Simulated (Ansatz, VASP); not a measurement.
## One calculation of Co, two programs

File INCAR:

```
PREC = Accurate
ENCUT = 520
EDIFF = 1E-7
ISMEAR = -1
SIGMA = 0.05
LREAL = False
LASPH = True
NELM = 150
ALGO = Normal
ISIF = 2
LWAVE = False
LCHARG = False
ISPIN = 2
MAGMOM = 1.736 1.736
LORBIT = 11
LMAXMIX = 4
GGA = B5
ALDAX = 1.0
AGGAX = 1.0
AGGAC = 1.0
ALDAC = 0.0
NBANDS = 20
```

File KPOINTS:

```
Automatic mesh
0
Gamma
  12 12 12
```

The input POSCAR:

```
Co
1.0
    0.0000000000      2.6121228528      2.6121228528
    2.6121228528      0.0000000000      2.6121228528
    2.6121228528      2.6121228528      0.0000000000
Co
2
Direct
    0.1250000000      0.1250000000      0.1250000000
    0.8750000000      0.8750000000      0.8750000000
```

Input for Ansatz:

```yaml
crystal:
  lattice:
    - [0.0, 2.6121228528, 2.6121228528]
    - [2.6121228528, 0.0, 2.6121228528]
    - [2.6121228528, 2.6121228528, 0.0]
  atoms:
    - { symbol: Co, position: [0.125, 0.125, 0.125], spin: 1.736 }
    - { symbol: Co, position: [0.875, 0.875, 0.875], spin: 1.736 }
hamiltonian:
  xc: blyp
  pseudopotentials:
    kind: paw
    azcp:
      Co: "pseudopotentials/Co.paw.azcp"
basis:
  ecutwfc: 420
  fft_grid_basis: typed
kpoints:
  mp_grid: { grid: [12, 12, 12], shift: [0, 0, 0] }
magnetization:
  spin_polarized: true
scf:
  occupations: { method: fermi_dirac, width: 0.05 }
  lower_state_search: "off"
output:
  stress: true
```

Alike in both runs: task single point; functional BLYP; k mesh 12 × 12 × 12; occupations fermi-dirac, width 0.05 eV; collinear spin.

|  | VASP | Ansatz |
| --- | --- | --- |
| version | VASP 6.6.1 | Ansatz 0.2.0 |
| potentials or method | VASP PAW PBE potentials, release 64 (Co), cutoff 520 eV | plane waves (420 eV) with PAW, scalar-relativistic |
| valence electrons in the cell | 18 | 34 |

```tsv
	VASP	Ansatz	Ansatz less VASP
pressure (GPa)	-3.4	-3.2	+0.21
net moment per atom (μB)	1.73	1.74	+0.010
size of the moment on the site where the two differ most (μB)	1.73	1.76	+0.034
```

VASP's potentials were made for PBE, not for BLYP. Site moments also hang on the region over which each program counts them. VASP's potentials hold 18 valence electrons a cell and Ansatz's 34, so a difference there can come from the potentials and not from the codes.
